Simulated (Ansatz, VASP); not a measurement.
**Ge3Pt in VASP and in Ansatz**

INCAR

```
PREC = Accurate ; ENCUT = 600
EDIFF = 1E-6 ; ISMEAR = 0
SIGMA = 0.1 ; LREAL = F
LASPH = T ; NELM = 60
ALGO = Normal ; ISIF = 3
LWAVE = F ; LCHARG = F
GGA = PE ; IBRION = 2
NSW = 90 ; EDIFFG = -0.04
```

KPOINTS

```
Automatic mesh
0
Gamma
  3 3 3
```

File POSCAR:

```
Ge3Pt
1.0
    3.5472181100      2.0479873300      3.1381619400
   -3.5472181100      2.0479873300      3.1381619400
    0.0000000000     -4.0959746600      3.1381619400
Ge Pt
6 2
Direct
    0.7962999900      0.2414000000      0.7962999900
    0.7962999900      0.7962999900      0.2414000000
    0.2414000000      0.7962999900      0.7962999900
    0.2037000100      0.7586000000      0.2037000100
    0.7586000000      0.2037000100      0.2037000100
    0.2037000100      0.2037000100      0.7586000000
    0.2755000000      0.2755000000      0.2755000000
    0.7245000000      0.7245000000      0.7245000000
```

Input for Ansatz:

```yaml
crystal:
  lattice:
    - [3.54721811, 2.04798733, 3.13816194]
    - [-3.54721811, 2.04798733, 3.13816194]
    - [0.0, -4.09597466, 3.13816194]
  atoms:
    - { symbol: Ge, position: [0.79629999, 0.2414, 0.79629999] }
    - { symbol: Ge, position: [0.79629999, 0.79629999, 0.2414] }
    - { symbol: Ge, position: [0.2414, 0.79629999, 0.79629999] }
    - { symbol: Ge, position: [0.20370001, 0.7586, 0.20370001] }
    - { symbol: Ge, position: [0.7586, 0.20370001, 0.20370001] }
    - { symbol: Ge, position: [0.20370001, 0.20370001, 0.7586] }
    - { symbol: Pt, position: [0.2755, 0.2755, 0.2755] }
    - { symbol: Pt, position: [0.7245, 0.7245, 0.7245] }
basis:
  ecutwfc: 420
kpoints:
  mp_grid: { grid: [3, 3, 3] }
hamiltonian:
  xc: pbe
scf:
  occupations: { method: gaussian, width: 0.1 }
  lower_state_search: "off"
output:
  forces: true
  stress: true
  eigenvalues: true
relax:
  adjacent_minimum: "off"
  f_tol: 0.04
  max_steps: 70
  cell: { stress_tol: 0.4 }
```

Change from the starting cell: species swapped into the InP3 type (R-3m, No. 166).

Alike in both runs: task relaxation of cell and atoms; functional PBE; k mesh 3 × 3 × 3; occupations gaussian, width 0.1 eV; no spin polarisation.

|  | VASP | Ansatz |
| --- | --- | --- |
| version | VASP 6.6.1 | Ansatz 0.2.0 |
| potentials or method | VASP PAW PBE potentials, release 64 (Ge_d, Pt), cutoff 600 eV | scalar-relativistic, plane waves, PAW |
| valence electrons in the cell | 104 | 120 |

|  | VASP | Ansatz | Ansatz less VASP |
| --- | --- | --- | --- |
| gap on the k mesh at the Fermi level, each at its own relaxed structure (eV) | none | none | - |
| relaxed volume (Å³/atom) | 18.30 | 18.27 | -0.032 |
| relaxed cell length with the largest relative difference (Å) | 5.297 | 5.294 | -0.0037 |

A gap of «none» marks a metal or a gap that the smearing closes. VASP's potentials hold 104 valence electrons a cell and Ansatz's 120, so a difference there can come from the potentials and not from the codes.

The k mesh is coarse, so the values compare programs but aren't converged. Spin-orbit coupling is off throughout.
